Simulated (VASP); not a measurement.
# Na (P6_3/mmc) in VASP: further runs

Na is run at these levels: PBEsol, PBEsol+D4; tasks: single point.

Program: VASP 6.6.1. These are calculated values, not measurements. Logs are shortened: lines on timing, memory, paths and dates and some standing lists are left out, and cuts for length are marked.

**1. The cell of the first run**

Symmetry: P6_3/mmc, No. 194, hexagonal system. Conventional cell: a = 2.746 Å, b = 2.746 Å, c = 4.461 Å, α = 90.00°, β = 90.00°, γ = 120.00°. Within 3.6 Å of Na (site symmetry -6m2) lie 12 Na at 2.74 to 2.75 Å.

This isn't the form of Na at room conditions, which is bcc.

**2. Single point, PBEsol**

Contents of INCAR:

```
SYSTEM = Na
PREC = Accurate ; ENCUT = 520
EDIFF = 1E-6 ; ISMEAR = -1
SIGMA = 0.08 ; LREAL = .False.
LASPH = .True. ; NELM = 60
ALGO = Normal ; ISIF = 2
LWAVE = .False. ; LCHARG = .False.
GGA = PS ; NBANDS = 14
```

Contents of KPOINTS:

```
regular mesh
0
Gamma
  12 12 7
  0 0 0
```

Contents of POSCAR:

```
Na
1.0
    2.7464839438      0.0000000000      0.0000000000
   -1.3732419719      2.3785248665      0.0000000000
    0.0000000000      0.0000000000      4.4605455092
Na
2
Direct
    0.3333333333      0.6666666667      0.2500000000
    0.6666666667      0.3333333333      0.7500000000
```

Potentials or basis: VASP PAW PBE potentials, release 64 (Na_pv).

On the command line:

```console
$ cat potpaw_PBE.64/Na_pv/POTCAR > POTCAR
$ mpirun -np 1 vasp_std > vasp.out
```

OUTCAR:

```text
SYSTEM = Na
   PREC = Accurate
   ENCUT = 520
   EDIFF = 1E-6
   ISMEAR = -1
   LREAL = .False.
   LASPH = .True.
   NELM = 60
   ISIF = 2
   GGA = PS

 ion  position               nearest neighbor table
   1  0.333  0.667  0.250-   2 2.74   2 2.74   2 2.74   2 2.74   2 2.74   2 2.74
   2  0.667  0.333  0.750-   1 2.74   1 2.74   1 2.74   1 2.74   1 2.74   1 2.74

  LATTYP: Found a hexagonal cell.
 ALAT       =     2.7464839438
 C/A-ratio  =     1.6240930588

  Lattice vectors:

 A1 = (   2.7464839438,   0.0000000000,   0.0000000000)
 A2 = (  -1.3732419719,   2.3785248665,   0.0000000000)
 A3 = (   0.0000000000,   0.0000000000,   4.4605455092)

Analysis of symmetry for initial positions (statically):
=====================================================================
 Subroutine PRICEL returns:
 Original cell was already a primitive cell.

 Routine SETGRP: Setting up the symmetry group for a
 hexagonal supercell.

 Subroutine GETGRP returns: Found 24 space group operations
 (whereof 12 operations were pure point group operations)
 out of a pool of 24 trial point group operations.

The static configuration has the point symmetry D_3d.
 The point group associated with its full space group is D_6h.

Analysis of symmetry for dynamics (positions and initial velocities):
=====================================================================
 Subroutine PRICEL returns:
 Original cell was already a primitive cell.

 Routine SETGRP: Setting up the symmetry group for a
 hexagonal supercell.

 Subroutine GETGRP returns: Found 24 space group operations
 (whereof 12 operations were pure point group operations)
 out of a pool of 24 trial point group operations.

The dynamic configuration has the point symmetry D_3d.
 The point group associated with its full space group is D_6h.

 Subroutine INISYM returns: Found 24 space group operations
 (whereof 12 operations are pure point group operations),
 and found     1 'primitive' translations

----------------------------------------------------------------------------------------

                                     Primitive cell

  volume of cell :      29.1389

  direct lattice vectors                    reciprocal lattice vectors
     2.746483944  0.000000000  0.000000000     0.364101892  0.210214325  0.000000000
    -1.373241972  2.378524866  0.000000000     0.000000000  0.420428651  0.000000000
     0.000000000  0.000000000  4.460545509     0.000000000  0.000000000  0.224187826

  length of vectors
     2.746483944  2.746483944  4.460545509     0.420428651  0.420428651  0.224187826

  position of ions in fractional coordinates (direct lattice)
     0.333333333  0.666666667  0.250000000
     0.666666667  0.333333333  0.750000000

  ion indices of the primitive-cell ions
   primitive index   ion index
                 1           1
                 2           2

----------------------------------------------------------------------------------------

 KPOINTS: regular mesh

Automatic generation of k-mesh.
 Grid dimensions read from file:
 generate k-points for:   12   12    7

 Generating k-lattice:

  Cartesian coordinates                     Fractional coordinates (reciprocal lattice)
     0.030341824  0.017517860  0.000000000     0.083333333  0.000000000  0.000000000
     0.000000000  0.035035721  0.000000000     0.000000000  0.083333333  0.000000000
     0.000000000  0.000000000  0.032026832     0.000000000  0.000000000  0.142857143

  Length of vectors
     0.035035721  0.035035721  0.032026832

  Shift w.r.t. Gamma in fractional coordinates (k-lattice)
     0.000000000  0.000000000  0.000000000

 Subroutine IBZKPT returns following result:
 ===========================================

 Found     76 irreducible k-points:

 Following reciprocal coordinates:
            Coordinates               Weight
  0.000000  0.000000  0.000000      1.000000
  0.083333 -0.000000  0.000000      6.000000
  0.166667 -0.000000  0.000000      6.000000
  0.250000 -0.000000  0.000000      6.000000
  0.333333  0.000000  0.000000      6.000000
  0.416667 -0.000000  0.000000      6.000000
[... 16 lines left out ...]
  0.250000 -0.000000  0.142857     12.000000
  0.333333  0.000000  0.142857     12.000000
 [... further k-points ...]
   k-points           NKPTS =     76   k-points in BZ     NKDIM =     76   number of bands    NBANDS=     14
   number of dos      NEDOS =    301   number of ions     NIONS =      2
   total plane-waves  NPLWV =  14400
   dimension x,y,z NGX =    20 NGY =   20 NGZ =   36
   dimension x,y,z NGXF=    40 NGYF=   40 NGZF=   72
   ions per type =               2
   NGX,Y,Z   is equivalent  to a cutoff of  12.11, 12.11, 13.42 a.u.
   NGXF,Y,Z  is equivalent  to a cutoff of  24.21, 24.21, 26.83 a.u.
 SYSTEM =  Na
   PREC   = accura    normal or accurate (medium, high low for compatibility)
   ISTART =      0    job   : 0-new  1-cont  2-samecut
   ICHARG =      2    charge: 1-file 2-atom 10-const
   ISPIN  =      1    spin polarized calculation?
   LNONCOLLINEAR =      F non collinear calculations
   LSORBIT =      F    spin-orbit coupling
   LASPH  =      T    aspherical Exc in radial PAW
   ENCUT  =  520.0 eV  38.22 Ry    6.18 a.u.   5.11  5.11  8.29*2*pi/ulx,y,z
   NELM   =     60;   NELMIN=  2; NELMDL= -5     # of ELM steps
   EDIFF  = 0.1E-05   stopping-criterion for ELM
   LREAL  =      F    real-space projection
   EDIFFG = 0.1E-04   stopping-criterion for IOM
   NSW    =      0    number of steps for IOM
   IBRION =     -1    ionic relax: 0-MD 1-quasi-New 2-CG
   NFREE  =      0    steps in history (QN), initial steepest desc. (CG)
   ISIF   =      2    stress and relaxation
   ISYM   =      2    0-nonsym 1-usesym 2-fastsym
   POTIM  = 0.5000    time-step for ionic-motion
   TEBEG  =    0.0;   TEEND  =   0.0 temperature during run
   PSTRESS=    0.0 pullay stress
   NELECT =      14.0000    total number of electrons
   NUPDOWN=      -1.0000    fix difference up-down
   EMIN   =  10.00;   EMAX   =-10.00  energy-range for DOS
   EFERMI =   0.00;   METHOD = LEGACY
   ISMEAR =    -1;   SIGMA  =   0.08  broadening in eV -4-tet -1-fermi 0-gaus
   EFERMI_NEDOS =   21; number of points for ismear=-14 and -15
   IALGO  =     38    algorithm
   IMIX   =      4    mixing-type and parameters
     AMIX     =   0.40;   BMIX     =  1.00
     AMIX_MAG =   1.60;   BMIX_MAG =  1.00
  volume/ion in A,a.u.               =      14.57        98.32
  Fermi-wavevector in a.u.,A,eV,Ry     =   1.282212  2.423030 22.368908  1.644068
  Thomas-Fermi vector in A             =   2.414537
   LORBIT       =      0    0 simple, 1 ext, 2 COOP (PROOUT), +10 PAW based schemes
   GGA     = PS    functional components
   LHFCALC =     F    Hartree Fock is set to
   AEXX    =    0.0000 exact exchange contribution
   IVDW    =     0    specifies the selected vdW correction
   LEPSILON=     F    determine dielectric tensor
   LRPA    =     F    only Hartree local field effects (RPA)
 non-spin polarized calculation
  energy-cutoff  :      520.00
  volume of cell :       29.14
 maximum number of plane-waves:       795
   NGX = 11   NGY = 11   NGZ = 17

 number of electron      14.0000002 magnetization

 Free energy of the ion-electron system (eV)
  ---------------------------------------------------
  ext. energy  EPLUGINS =         0.00000000
  ---------------------------------------------------
  free energy    TOTEN  =        -0.22835575 eV

  energy without entropy =       -0.21542136  energy(sigma->0) =       -0.22188855

 E-fermi :   5.0411     XC(G=0):  -9.6477

 val. band max:        5.0203374381   @ k =   0.1667   0.1667   0.2857
 cond. band min:       5.0483890187   @ k =   0.0833   0.0833   0.1429
 fundamental gap:      0.0280515806
 Fermi energy:         5.0411351209

 k-point     1 :       0.0000    0.0000    0.0000
  band No.  band energies     occupation
      1     -20.7299      2.00000
      2     -20.1435      2.00000
      3     -20.1435      2.00000
      4     -20.0699      2.00000
      5     -20.0699      2.00000
      6     -20.0682      2.00000
      7      -0.9204      2.00000
      8       5.8826      0.00005
      9       7.0031      0.00000
     10      21.0356      0.00000
     11      21.0357      0.00000
     12      21.7688      0.00000
     13      22.9776      0.00000
     14      22.9776      0.00000

 k-point     2 :       0.0833   -0.0000    0.0000
  band No.  band energies     occupation
      1     -20.7134      2.00000
      2     -20.1763      2.00000
      3     -20.1535      2.00000
      4     -20.1054      2.00000
      5     -20.0737      2.00000
      6     -20.0728      2.00000
      7      -0.7124      2.00000
      8       6.0085      0.00001
      9       7.1889      0.00000
     10      18.5191      0.00000
     11      20.5764      0.00000
     12      21.2664      0.00000
     13      23.2921      0.00000
     14      23.5840      0.00000

 k-point     3 :       0.1667   -0.0000    0.0000
  band No.  band energies     occupation
      1     -20.6668      2.00000
      2     -20.2684      2.00000
      3     -20.1981      2.00000
      4     -20.1798      2.00000
      5     -20.0870      2.00000
      6     -20.0852      2.00000
      7      -0.1017      2.00000
      8       6.3900      0.00000
      9       7.7202      0.00000
     10      15.6053      0.00000
     11      19.1326      0.00000
     12      19.8471      0.00000
     13      20.8891      0.00000
     14      23.8545      0.00000

 k-point     4 :       0.2500   -0.0000    0.0000
  band No.  band energies     occupation
      1     -20.5977      2.00000
      2     -20.3981      2.00000
      3     -20.3153      2.00000
      4     -20.2141      2.00000
      5     -20.1117      2.00000
      6     -20.1023      2.00000
      7       0.8758      2.00000
      8       7.0371      0.00000
      9       8.4952      0.00000
     10      12.9352      0.00000
     11      17.2327      0.00000
     12      17.9187      0.00000
     13      19.2250      0.00000
     14      22.6047      0.00000

 k-point     5 :       0.3333    0.0000    0.0000
  band No.  band energies     occupation
      1     -20.5291      2.00000
      2     -20.5180      2.00000
      3     -20.4257      2.00000
      4     -20.2472      2.00000
      5     -20.1468      2.00000
      6     -20.1205      2.00000
      7       2.1728      2.00000
      8       7.9598      0.00000
      9       8.9864      0.00000
     10      11.0068      0.00000
     11      15.2847      0.00000
[... 276 lines left out ...]
 k-point    22 :       0.1667   -0.0000    0.1429
  band No.  band energies     occupation
      1     -20.6447      2.00000
      2     -20.2626      2.00000
      3     -20.2181      2.00000
      4     -20.1751      2.00000
      5     -20.0979      2.00000
      6     -20.0899      2.00000
      7       0.0648      2.00000
      8       5.2022      0.23567
      9       9.0904      0.00000
     10      15.7259      0.00000
     11      18.7412      0.00000
     12      19.9289      0.00000
     13      20.4786      0.00000
     14      23.0252      0.00000

 k-point    23 :       0.2500   -0.0000    0.1429
  band No.  band energies     occupation
      1     -20.5919      2.00000
      2     -20.3859      2.00000
      3     -20.3281      2.00000
      4     -20.2086      2.00000
      5     -20.1187      2.00000
      6     -20.1079      2.00000
      7       1.0343      2.00000
      8       5.9561      0.00002
      9       9.7092      0.00000
     10      13.1016      0.00000
     11      16.4214      0.00000
     12      18.5536      0.00000
     13      19.3071      0.00000
     14      22.1467      0.00000

 k-point    24 :       0.3333    0.0000    0.1429
  band No.  band energies     occupation
      1     -20.5796      2.00000
      2     -20.4776      2.00000
      3     -20.4151      2.00000
      4     -20.2409      2.00000
      5     -20.1479      2.00000
      6     -20.1268      2.00000
      7       2.3219      2.00000
      8       6.9700      0.00000
      9       9.6499      0.00000
     10      11.6021      0.00000
     11      14.2069      0.00000
     12      16.7007      0.00000
     13      18.8518      0.00000
     14      21.3818      0.00000

 [... further k-points ...]

------------------------ aborting loop because EDIFF is reached ----------------------------------------

  FORCE on cell =-STRESS in cart. coord.  units (eV):
  Direction    XX          YY          ZZ          XY          YZ          ZX
  --------------------------------------------------------------------------------------
  -------------------------------------------------------------------------------------
  Total        7.3020146      7.3020146      7.2735776      0.0000000     -0.0000000      0.0000000
  in kB      401.4953728    401.4953728    399.9317877      0.0000000     -0.0000000      0.0000000
  external PRESSURE =     400.9741777 kB  Pullay stress =       0.0000000 kB

 VOLUME and BASIS-vectors are now :
 -----------------------------------------------------------------------------
  energy-cutoff  :      520.00
  volume of cell :       29.14
      direct lattice vectors                 reciprocal lattice vectors
     2.746483944  0.000000000  0.000000000     0.364101892  0.210214325  0.000000000
    -1.373241972  2.378524866  0.000000000     0.000000000  0.420428651  0.000000000
     0.000000000  0.000000000  4.460545509     0.000000000  0.000000000  0.224187826

 POSITION                                       TOTAL-FORCE (eV/Angst)
 -----------------------------------------------------------------------------------
     -0.00000      1.58568      1.11514        -0.000000      0.000000      0.000000
      1.37324      0.79284      3.34541         0.000000     -0.000000      0.000000
 -----------------------------------------------------------------------------------
    total drift:                               -0.000000      0.000000      0.000000

  FREE ENERGIE OF THE ION-ELECTRON SYSTEM (eV)
  ---------------------------------------------------
  free  energy   TOTEN  =        -0.2283557504 eV

  energy  without entropy=       -0.2154213561  energy(sigma->0) =       -0.22188855
```

It took 26 s on 1 thread of Intel Xeon 8259CL, shared host; peak memory 0.15 GiB.

What came out:

| Property | Result |
| --- | --- |
| Free energy | -0.2284 eV |
| Pressure | 40.1 GPa |
| Band gap on the k mesh | zero (bands 7 and 8 overlap by 5.97 eV) |

Stress tensor (GPa, compression positive):
```
40.15  0.00  0.00
 0.00 40.15  0.00
 0.00  0.00 39.99
```

Levels at points of the mesh, in eV from the Fermi level:
```
           k point  band 3  band 4  band 5  band 6  band 7  band 8  band 9  band 10  band 11  band 12
(0.00, 0.00, 0.00)  -25.18  -25.11  -25.11  -25.11   -5.96    0.84    1.96    15.99    15.99    16.73
(0.50, 0.00, 0.00)  -25.45  -25.32  -25.25  -25.18    0.19    0.88    5.05     6.72     7.04     8.28
```

Caveat: the cell stands under pressure; the PAW data sets were made with another functional, which shifts forces and pressure a little.

(Continued in part 2 of 3.)
